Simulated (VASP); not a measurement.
# ZnO (P6_3mc) in VASP: notebook, part 3 of 3

VASP 6.6.1. The steps go on from the part before.

## (4) Relaxation of shape and atoms at fixed volume, PBE (volume scaled by 0.94)

INCAR

```
SYSTEM = ZnO
PREC = Accurate ; ENCUT = 600
EDIFF = 1E-7 ; ISMEAR = 0
SIGMA = 0.02 ; LREAL = .FALSE.
LASPH = .TRUE. ; NELM = 60
ALGO = Normal ; ISIF = 4
LWAVE = .FALSE. ; LCHARG = .FALSE.
GGA = PE ; IBRION = 2
NSW = 50 ; EDIFFG = -0.01
```

KPOINTS

```
Automatic mesh
0
G
  12 12 6
  0 0 0
```

POSCAR

```
ZnO
1.0
    3.2125490959      0.0000000000      0.0000000000
   -1.6062745479      2.7821491279      0.0000000000
    0.0000000000      0.0000000000      5.1852623971
Zn O
2 2
Direct
    0.3333333333      0.6666666667      0.4999697863
    0.6666666667      0.3333333333     -0.0000302137
    0.6666666667      0.3333333333      0.3790402137
    0.3333333333      0.6666666667      0.8790402137
```

Potentials or basis: VASP PAW PBE potentials, release 64 (Zn, O).

Launch:

```console
> cat potpaw_PBE.64/Zn/POTCAR potpaw_PBE.64/O/POTCAR > POTCAR
> mpirun -np 1 vasp_std > vasp.out
```

OUTCAR:

```text
SYSTEM = ZnO
   PREC = Accurate
   ENCUT = 600
   EDIFF = 1E-7
   ISMEAR = 0
   LREAL = .FALSE.
   LASPH = .TRUE.
   NELM = 60
   ISIF = 4
   GGA = PE
   IBRION = 2
   NSW = 50
   EDIFFG = -0.01

 ion  position               nearest neighbor table
   1  0.333  0.667  0.500-   3 1.96   3 1.96   3 1.96   4 1.97
   2  0.667  0.333  1.000-   4 1.96   4 1.96   4 1.96   3 1.97
   3  0.667  0.333  0.379-   1 1.96   1 1.96   1 1.96   2 1.97
   4  0.333  0.667  0.879-   2 1.96   2 1.96   2 1.96   1 1.97

  LATTYP: Found a hexagonal cell.
 ALAT       =     3.2125490959
 C/A-ratio  =     1.6140647948

  Lattice vectors:

 A1 = (   3.2125490959,   0.0000000000,   0.0000000000)
 A2 = (  -1.6062745479,   2.7821491279,   0.0000000000)
 A3 = (   0.0000000000,   0.0000000000,   5.1852623971)

Analysis of symmetry for initial positions (statically):
=====================================================================
 Subroutine PRICEL returns:
 Original cell was already a primitive cell.

 Routine SETGRP: Setting up the symmetry group for a
 hexagonal supercell.

 Subroutine GETGRP returns: Found 12 space group operations
 (whereof  6 operations were pure point group operations)
 out of a pool of 24 trial point group operations.

The static configuration has the point symmetry C_3v.
 The point group associated with its full space group is C_6v.

Analysis of symmetry for dynamics (positions and initial velocities):
=====================================================================
 Subroutine PRICEL returns:
 Original cell was already a primitive cell.

 Routine SETGRP: Setting up the symmetry group for a
 hexagonal supercell.

 Subroutine GETGRP returns: Found 12 space group operations
 (whereof  6 operations were pure point group operations)
 out of a pool of 24 trial point group operations.

The dynamic configuration has the point symmetry C_3v.
 The point group associated with its full space group is C_6v.

 Subroutine INISYM returns: Found 12 space group operations
 (whereof  6 operations are pure point group operations),
 and found     1 'primitive' translations

----------------------------------------------------------------------------------------

                                     Primitive cell

  volume of cell :      46.3448

  direct lattice vectors                    reciprocal lattice vectors
     3.212549096  0.000000000  0.000000000     0.311279289  0.179717182  0.000000000
    -1.606274548  2.782149128  0.000000000     0.000000000  0.359434363  0.000000000
     0.000000000  0.000000000  5.185262397     0.000000000  0.000000000  0.192854271

  length of vectors
     3.212549096  3.212549096  5.185262397     0.359434363  0.359434363  0.192854271

  position of ions in fractional coordinates (direct lattice)
     0.333333333  0.666666667  0.499969786
     0.666666667  0.333333333  0.999969786
     0.666666667  0.333333333  0.379040214
     0.333333333  0.666666667  0.879040214

  ion indices of the primitive-cell ions
   primitive index   ion index
                 1           1
                 2           2
                 3           3
                 4           4

----------------------------------------------------------------------------------------

 KPOINTS: Automatic mesh

Automatic generation of k-mesh.
 Grid dimensions read from file:
 generate k-points for:   12   12    6

 Generating k-lattice:

  Cartesian coordinates                     Fractional coordinates (reciprocal lattice)
     0.025939941  0.014976432  0.000000000     0.083333333  0.000000000  0.000000000
     0.000000000  0.029952864  0.000000000     0.000000000  0.083333333  0.000000000
     0.000000000  0.000000000  0.032142379     0.000000000  0.000000000  0.166666667

  Length of vectors
     0.029952864  0.029952864  0.032142379

  Shift w.r.t. Gamma in fractional coordinates (k-lattice)
     0.000000000  0.000000000  0.000000000

 Subroutine IBZKPT returns following result:
 ===========================================

 Found     76 irreducible k-points:

 Following reciprocal coordinates:
            Coordinates               Weight
  0.000000  0.000000  0.000000      1.000000
  0.083333 -0.000000  0.000000      6.000000
  0.166667 -0.000000  0.000000      6.000000
  0.250000 -0.000000  0.000000      6.000000
  0.333333  0.000000  0.000000      6.000000
  0.416667 -0.000000  0.000000      6.000000
[... 16 lines left out ...]
  0.250000 -0.000000  0.166667     12.000000
  0.333333  0.000000  0.166667     12.000000
 [... further k-points ...]
   k-points           NKPTS =     76   k-points in BZ     NKDIM =     76   number of bands    NBANDS=     22
   number of dos      NEDOS =    301   number of ions     NIONS =      4
   total plane-waves  NPLWV =  32928
   dimension x,y,z NGX =    28 NGY =   28 NGZ =   42
   dimension x,y,z NGXF=    56 NGYF=   56 NGZF=   84
   ions per type =               2   2
   NGX,Y,Z   is equivalent  to a cutoff of  14.49, 14.49, 13.47 a.u.
   NGXF,Y,Z  is equivalent  to a cutoff of  28.98, 28.98, 26.93 a.u.
 SYSTEM =  ZnO
   PREC   = accura    normal or accurate (medium, high low for compatibility)
   ISTART =      0    job   : 0-new  1-cont  2-samecut
   ICHARG =      2    charge: 1-file 2-atom 10-const
   ISPIN  =      1    spin polarized calculation?
   LNONCOLLINEAR =      F non collinear calculations
   LSORBIT =      F    spin-orbit coupling
   LASPH  =      T    aspherical Exc in radial PAW
   ENCUT  =  600.0 eV  44.10 Ry    6.64 a.u.   6.42  6.42 10.36*2*pi/ulx,y,z
   NELM   =     60;   NELMIN=  2; NELMDL= -5     # of ELM steps
   EDIFF  = 0.1E-06   stopping-criterion for ELM
   LREAL  =      F    real-space projection
   EDIFFG = -.1E-01   stopping-criterion for IOM
   NSW    =     50    number of steps for IOM
   IBRION =      2    ionic relax: 0-MD 1-quasi-New 2-CG
   NFREE  =      1    steps in history (QN), initial steepest desc. (CG)
   ISIF   =      4    stress and relaxation
   ISYM   =      2    0-nonsym 1-usesym 2-fastsym
   POTIM  = 0.5000    time-step for ionic-motion
   TEBEG  =    0.0;   TEEND  =   0.0 temperature during run
   PSTRESS=    0.0 pullay stress
   NELECT =      36.0000    total number of electrons
   NUPDOWN=      -1.0000    fix difference up-down
   EMIN   =  10.00;   EMAX   =-10.00  energy-range for DOS
   EFERMI =   0.00;   METHOD = LEGACY
   ISMEAR =     0;   SIGMA  =   0.02  broadening in eV -4-tet -1-fermi 0-gaus
   EFERMI_NEDOS =   21; number of points for ismear=-14 and -15
   IALGO  =     38    algorithm
   IMIX   =      4    mixing-type and parameters
     AMIX     =   0.40;   BMIX     =  1.00
     AMIX_MAG =   1.60;   BMIX_MAG =  1.00
  volume/ion in A,a.u.               =      11.59        78.19
  Fermi-wavevector in a.u.,A,eV,Ry     =   1.504904  2.843856 30.813590  2.264735
  Thomas-Fermi vector in A             =   2.615822
   LORBIT       =      0    0 simple, 1 ext, 2 COOP (PROOUT), +10 PAW based schemes
   GGA     = PE    functional components
   LHFCALC =     F    Hartree Fock is set to
   AEXX    =    0.0000 exact exchange contribution
   IVDW    =     0    specifies the selected vdW correction
   LEPSILON=     F    determine dielectric tensor
   LRPA    =     F    only Hartree local field effects (RPA)
 conjugate gradient relaxation of ions
 non-spin polarized calculation
 Gauss-broadening in eV      SIGMA  =   0.02
  energy-cutoff  :      600.00
  volume of cell :       46.34
 maximum number of plane-waves:      1566
 NGX is ok and might be reduce to    28
   NGX = 13   NGY = 13   NGZ = 21

 number of electron      36.0000001 magnetization

 Free energy of the ion-electron system (eV)
  ---------------------------------------------------
  ext. energy  EPLUGINS =         0.00000000
  ---------------------------------------------------
  free energy    TOTEN  =       -17.76333988 eV

  energy without entropy =      -17.76333988  energy(sigma->0) =      -17.76333988

 E-fermi :   1.5960     XC(G=0): -11.0551

 val. band max:        1.4540785022   @ k =   0.0000   0.0000   0.0000
 cond. band min:       2.2732268652   @ k =   0.0000   0.0000   0.0000
 fundamental gap:      0.8191483629
 Fermi energy:         1.5960189404

 k-point     1 :       0.0000    0.0000    0.0000
  band No.  band energies     occupation
      1     -16.8633      2.00000
      2     -16.1023      2.00000
      3      -4.4086      2.00000
      4      -4.3813      2.00000
      5      -4.3813      2.00000
      6      -4.3342      2.00000
[... 574 lines left out ...]
      6      -3.9921      2.00000
[... 14 lines left out ...]
     21       9.8723      0.00000
     22      10.4370      0.00000

 [... further k-points ...]
[... 5 lines left out ...]
  --------------------------------------------------------------------------------------
  -------------------------------------------------------------------------------------
  Total        2.9523593      2.9523593      2.9277488      0.0000000      0.0000000      0.0000000
  in kB      102.0654769    102.0654769    101.2146748      0.0000000      0.0000000      0.0000000
  external PRESSURE =     101.7818762 kB  Pullay stress =       0.0000000 kB

 VOLUME and BASIS-vectors are now :
 -----------------------------------------------------------------------------
  energy-cutoff  :      600.00
  volume of cell :       46.34
      direct lattice vectors                 reciprocal lattice vectors
     3.212549096  0.000000000  0.000000000     0.311279289  0.179717182  0.000000000
    -1.606274548  2.782149128  0.000000000     0.000000000  0.359434363  0.000000000
     0.000000000  0.000000000  5.185262397     0.000000000  0.000000000  0.192854271

 POSITION                                       TOTAL-FORCE (eV/Angst)
 -----------------------------------------------------------------------------------
     -0.00000      1.85477      2.59247        -0.000000      0.000000      0.003700
      1.60627      0.92738      5.18511         0.000000      0.000000      0.003700
      1.60627      0.92738      1.96542         0.000000      0.000000     -0.003700
     -0.00000      1.85477      4.55805        -0.000000     -0.000000     -0.003700
 -----------------------------------------------------------------------------------
    total drift:                               -0.000000     -0.000000     -0.001539

  FREE ENERGIE OF THE ION-ELECTRON SYSTEM (eV)
  ---------------------------------------------------
  free  energy   TOTEN  =       -17.7633398826 eV

  energy  without entropy=      -17.7633398826  energy(sigma->0) =      -17.76333988

 reached required accuracy - stopping structural energy minimisation
```

It took 72 s on 1 thread of Intel Xeon Platinum 8488C (Sapphire Rapids), shared host; peak memory 0.22 GiB.

Results:

- Free energy: -17.7633 eV
- Pressure after relaxing: 10.2 GPa
- Largest force after relaxing: 0.004 eV/Å
- Band gap on the k mesh: 0.82 eV, direct

Forces in eV/Å, atoms in the order of the input:
```
Zn   0.000  0.000  0.004
Zn   0.000  0.000  0.004
O    0.000  0.000 -0.004
O    0.000  0.000 -0.004
```

Stress tensor (GPa, compression positive):
```
10.21  0.00  0.00
 0.00 10.21  0.00
 0.00  0.00 10.12
```

Final structure:
```xyz
4
Lattice="3.2125 0.0000 0.0000 -1.6063 2.7821 0.0000 0.0000 0.0000 5.1853" Properties=species:S:1:pos:R:3 pbc="T T T"
Zn    0.0000    1.8548    2.5925
Zn    1.6063    0.9274    5.1851
O     1.6063    0.9274    1.9654
O     0.0000    1.8548    4.5581
```

Levels at points of the mesh, in eV from the valence-band top:
| k point | band 15 | band 16 | band 17 | band 18 | band 19 | band 20 | band 21 | band 22 |
| --- | --- | --- | --- | --- | --- | --- | --- | --- |
| (0.00, 0.00, 0.00) | -0.82 | -0.10 | 0.00 | 0.00 | 0.82 | 5.33 | 8.28 | 13.05 |
| (0.50, 0.00, 0.00) | -2.91 | -2.35 | -1.34 | -0.87 | 5.89 | 6.90 | 7.60 | 8.70 |
| (0.00, 0.00, 0.50) | -0.41 | -0.41 | -0.41 | -0.41 | 3.51 | 3.51 | 10.16 | 10.16 |
| (0.50, 0.00, 0.50) | -1.56 | -1.56 | -1.43 | -1.43 | 5.75 | 5.75 | 8.58 | 8.58 |

Caveat: the relaxation stopped at its first step, so nothing moved.

## (5) Relaxation of shape and atoms at fixed volume, PBE (volume scaled by 0.97)

INCAR

```
SYSTEM = ZnO
PREC = Accurate
ENCUT = 600
EDIFF = 1E-6
ISMEAR = 0
SIGMA = 0.02
LREAL = .FALSE.
LASPH = .TRUE.
NELM = 100
ALGO = Normal
ISIF = 4
LWAVE = .FALSE.
LCHARG = .FALSE.
GGA = PE
IBRION = 2
NSW = 50
EDIFFG = -0.01
```

KPOINTS

```
regular mesh
0
G
  12 12 6
  0 0 0
```

POSCAR

```
ZnO
1.0
    3.2463678874      0.0000000000      0.0000000000
   -1.6231839437      2.8114370605      0.0000000000
    0.0000000000      0.0000000000      5.2398481179
Zn O
2 2
Direct
    0.3333333333      0.6666666667      0.4999697863
    0.6666666667      0.3333333333     -0.0000302137
    0.6666666667      0.3333333333      0.3790402137
    0.3333333333      0.6666666667      0.8790402137
```

Launch:

```console
> cat potpaw_PBE.64/Zn/POTCAR potpaw_PBE.64/O/POTCAR > POTCAR
> mpirun -np 1 vasp_std > vasp.out
```

It took 68 s on 1 thread of Intel Xeon Platinum 8488C (Sapphire Rapids), shared host; peak memory 0.23 GiB.

It converged, with:

* Free energy: -17.8358 eV
* Pressure after relaxing: 5.1 GPa
* Band gap on the k mesh: 0.77 eV, direct

Final structure:
```cif
data_structure
_symmetry_space_group_name_H-M 'P 1'
_symmetry_Int_Tables_number 1
_cell_length_a 3.2464
_cell_length_b 3.2464
_cell_length_c 5.2398
_cell_angle_alpha 90.000
_cell_angle_beta 90.000
_cell_angle_gamma 120.000
_cell_volume 47.82
loop_
_atom_site_label
_atom_site_type_symbol
_atom_site_fract_x
_atom_site_fract_y
_atom_site_fract_z
_atom_site_occupancy
Zn1 Zn 0.33333 0.66667 0.49997 1
Zn2 Zn 0.66667 0.33333 0.99997 1
O1 O 0.66667 0.33333 0.37904 1
O2 O 0.33333 0.66667 0.87904 1
```

Levels at points of the mesh, in eV from the valence-band top:
```tsv
k point	band 15	band 16	band 17	band 18	band 19	band 20	band 21	band 22
(0.00, 0.00, 0.00)	-0.79	-0.09	0.00	0.00	0.77	5.21	8.17	12.89
(0.50, 0.00, 0.00)	-2.81	-2.25	-1.28	-0.83	5.76	6.86	7.56	8.48
(0.00, 0.00, 0.50)	-0.39	-0.39	-0.39	-0.39	3.44	3.44	10.04	10.04
(0.50, 0.00, 0.50)	-1.50	-1.50	-1.37	-1.37	5.70	5.70	8.40	8.40
```

Caveat: the relaxation stopped at its first step, so nothing moved.

## (6) Relaxation of shape and atoms at fixed volume, PBE (volume scaled by 1.03)

INCAR

```
PREC = Accurate
ENCUT = 600
EDIFF = 1E-6
ISMEAR = 0
SIGMA = 0.02
LREAL = False
LASPH = True
NELM = 80
ALGO = Normal
ISIF = 4
LWAVE = False
LCHARG = False
GGA = PE
IBRION = 2
NSW = 50
EDIFFG = -0.01
```

KPOINTS

```
regular mesh
0
Gamma
  12 12 6
```

POSCAR

```
ZnO
1.0
    3.3119687514      0.0000000000      0.0000000000
   -1.6559843757      2.8682490753      0.0000000000
    0.0000000000      0.0000000000      5.3457321630
Zn O
2 2
Direct
    0.3333333333      0.6666666667      0.4999697863
    0.6666666667      0.3333333333     -0.0000302137
    0.6666666667      0.3333333333      0.3790402137
    0.3333333333      0.6666666667      0.8790402137
```

Potentials or basis: VASP PAW PBE potentials, release 64 (Zn, O).

Launch:

```console
> cat potpaw_PBE.64/Zn/POTCAR potpaw_PBE.64/O/POTCAR > POTCAR
> mpirun -np 1 vasp_std > vasp.out
```

It took 73 s on 1 thread of Intel Xeon Platinum 8488C (Sapphire Rapids), shared host; peak memory 0.24 GiB.

It converged, with:

```
Free energy             : -17.8567 eV
Pressure after relaxing : -2.9 GPa
Band gap on the k mesh  : 0.68 eV, direct
```

Final structure:
```cif
data_structure
_symmetry_space_group_name_H-M 'P 1'
_symmetry_Int_Tables_number 1
_cell_length_a 3.3120
_cell_length_b 3.3120
_cell_length_c 5.3457
_cell_angle_alpha 90.000
_cell_angle_beta 90.000
_cell_angle_gamma 120.000
_cell_volume 50.78
loop_
_atom_site_label
_atom_site_type_symbol
_atom_site_fract_x
_atom_site_fract_y
_atom_site_fract_z
_atom_site_occupancy
Zn1 Zn 0.33333 0.66667 0.49997 1
Zn2 Zn 0.66667 0.33333 0.99997 1
O1 O 0.66667 0.33333 0.37904 1
O2 O 0.33333 0.66667 0.87904 1
```

Levels at points of the mesh, in eV from the valence-band top:
| k point | band 16 | band 17 | band 18 | band 19 | band 20 | band 21 |
| --- | --- | --- | --- | --- | --- | --- |
| (0.00, 0.00, 0.00) | -0.07 | 0.00 | 0.00 | 0.68 | 4.98 | 7.97 |
| (0.50, 0.00, 0.00) | -2.05 | -1.19 | -0.76 | 5.50 | 6.78 | 7.49 |
| (0.00, 0.00, 0.50) | -0.36 | -0.36 | -0.36 | 3.29 | 3.29 | 9.79 |
| (0.50, 0.00, 0.50) | -1.37 | -1.26 | -1.26 | 5.58 | 5.58 | 8.06 |

Caveat: the relaxation stopped at its first step, so nothing moved.

## (7) The runs side by side

| task | cell | cutoff (eV) | gap on the mesh (eV) | pressure (GPa) |
| --- | --- | --- | --- | --- |
| single point | a = 3.385, b = 3.385, c = 5.464 Å, angles 90.0, 90.0, 120.0°, 4 atoms | 520 | 0.58 | -9.3 |
| relaxation of shape and atoms at fixed volume | relaxed from a = 3.178, b = 3.178, c = 5.130 Å, angles 90.0, 90.0, 120.0°, 4 atoms | 600 | 0.87 | 16.2 |
| relaxation of shape and atoms at fixed volume | relaxed from a = 3.213, b = 3.213, c = 5.185 Å, angles 90.0, 90.0, 120.0°, 4 atoms | 600 | 0.82 | 10.2 |
| relaxation of shape and atoms at fixed volume | relaxed from a = 3.246, b = 3.246, c = 5.240 Å, angles 90.0, 90.0, 120.0°, 4 atoms | 600 | 0.77 | 5.1 |
| relaxation of shape and atoms at fixed volume | relaxed from a = 3.312, b = 3.312, c = 5.346 Å, angles 90.0, 90.0, 120.0°, 4 atoms | 600 | 0.68 | -2.9 |

Alike in all rows: level PBE; potentials or basis VASP PAW PBE potentials, release 64 (Zn, O); no spin polarisation; k mesh 12 × 12 × 6; smearing gaussian 0.02 eV.

Caveats: the relaxation stopped at its first step, so nothing moved (some runs).

Absolute energies hang on the potentials; compare differences alone.
